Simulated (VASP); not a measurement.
Input of a VASP 6.6.1 run:

File INCAR:

```
PREC = Accurate
ENCUT = 500
EDIFF = 1E-7
ISMEAR = -1
SIGMA = 0.05
LREAL = F
LASPH = T
NELM = 120
ALGO = Normal
ISIF = 3
LWAVE = F
LCHARG = F
GGA = PE
IBRION = 2
NSW = 80
EDIFFG = -0.01
PSTRESS = 300.0
GGA_COMPAT = F
NELMIN = 4
```

KPOINTS

```
Automatic mesh
0
Gamma
  6 6 6
```

POSCAR

```
Y
1.0
    0.0000000000      3.5000000000      3.5000000000
    3.5000000000      0.0000000000      3.5000000000
    3.5000000000      3.5000000000      0.0000000000
Y
2
Direct
    1.0000000000      1.0000000000      1.0000000000
    0.2500000000      0.2500000000      0.2500000000
```

Potentials or basis: VASP PAW PBE potentials, release 64 (Y_sv).

Run with:

```bash
$ cat potpaw_PBE.64/Y_sv/POTCAR > POTCAR
$ mpirun -np 1 vasp_std > vasp.out
```

Problem. What does it give for the space group after relaxing (to 0.1 Å)?

Solution. Fd-3m (No. 227).

Problem. What does it give for the relaxed volume?

Solution. 21.50 Å³/atom.

Problem. Predict the relaxed cell.

Solution. a = 3.932 Å, b = 3.932 Å, c = 3.932 Å, α = 60.00°, β = 60.00°, γ = 60.00°.

Problem. What does it give for the band gap on the k mesh?

Solution. Zero (bands 11 and 12 overlap by 1.25 eV).

The path:
```csv
step,energy change (eV),largest force (eV/Å),pressure (GPa),volume (Å³)
1,0.0000,0.0000,0.45,85.75
2,28.8759,0.0000,697.40,20.29
3,0.1457,0.0000,3.87,71.19
4,0.3845,0.0000,4.78,62.73
5,3.3579,0.0000,56.69,37.61
6,1.4369,0.0000,20.40,46.35
7,1.8627,0.0000,28.27,43.53
8,1.9833,0.0000,30.35,42.88
9,1.9337,0.0000,29.50,43.14
10,1.9616,0.0000,29.98,42.99
```

Caveat: the cell is relaxed towards a set pressure, so the run minimises the enthalpy, not the energy; the volume moved by over 15 % at a fixed basis, so the end points are rough.
